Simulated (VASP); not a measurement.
The system is Mg3Sn2N2.

```
Mg Sn N
1.0
     2.89523   -3.68326    0.00000
     2.89523    3.68326    0.00000
     0.00000    0.00000    6.07446
Mg Sn N
3 2 2
Direct
  0.21368 0.21368 0.00000
  0.78632 0.78632 0.00000
  0.50000 0.50000 0.50000
  0.00000 0.00000 0.30421
  0.00000 0.00000 0.69579
  0.71003 0.28997 0.50000
  0.28997 0.71003 0.50000
```

The cell was built from a structure type or drawn by symmetry, and may not be a known phase.

| Quantity | Value |
| --- | --- |
| Program | VASP 6.6.1 |
| Task | relaxation of cell and atoms |
| Functional | PBE |
| Potentials or basis | VASP PAW PBE potentials, release 64 (Mg, Sn_d, N) |
| Cutoff | 600 eV |
| k mesh | 4 × 4 × 3 |
| Occupations | gaussian, width 0.2 eV |
| Spin | no spin polarisation |

At the start: pressure 42.1 GPa; volume 18.51 Å³/atom.

Problem. Where does the relaxation end?

Solution. Over 19 steps the energy falls by 2164.2 meV/atom and the volume is 24.62 Å³/atom (+33.0 %); space group Cmmm (No. 65, to 0.1 Å) before and after.

The path:
```csv
step,energy change (eV),largest force (eV/Å),pressure (GPa),volume (Å³)
1,0.0000,14.7310,42.06,129.55
2,-10.1507,3.6554,-4.37,242.22
3,-11.1539,4.1520,-1.49,184.99
4,-11.1526,4.2642,-2.92,196.34
5,-13.8615,0.6270,-6.62,193.90
6,-14.0418,1.2578,-6.92,192.84
7,-14.6347,3.1157,4.25,161.39
8,-14.8928,1.7730,-0.85,171.18
9,-15.0652,0.2139,0.47,165.95
10,-15.0654,0.1440,0.42,166.11
11,-15.0998,0.2137,0.50,166.82
12,-15.1047,0.3554,0.57,167.20
13,-15.1227,0.1682,-0.23,169.72
14,-15.1238,0.2347,-0.51,170.61
15,-15.1369,0.1472,-0.32,171.22
16,-15.1442,0.1481,-0.02,172.10
17,-15.1460,0.1313,0.00,172.14
18,-15.1475,0.1165,0.04,172.23
19,-15.1491,0.0743,0.00,172.37
```

Final structure:
```
CELL_PARAMETERS angstrom
3.44718 -3.32507 0.00000
3.44718 3.32507 0.00000
0.00000 0.00000 7.51901
ATOMIC_POSITIONS crystal
Mg 0.27509 0.27509 0.00000
Mg 0.72491 0.72491 0.00000
Mg 0.50000 0.50000 0.50000
Sn 0.00000 0.00000 0.29684
Sn 0.00000 0.00000 0.70316
N 0.78980 0.21020 0.50000
N 0.21020 0.78980 0.50000
```

Caveat: the volume moved by over 15 % at a fixed basis, so the end points are rough; the relaxation stopped at a loose force limit of 0.08 eV/Å, so its end isn't a converged minimum.
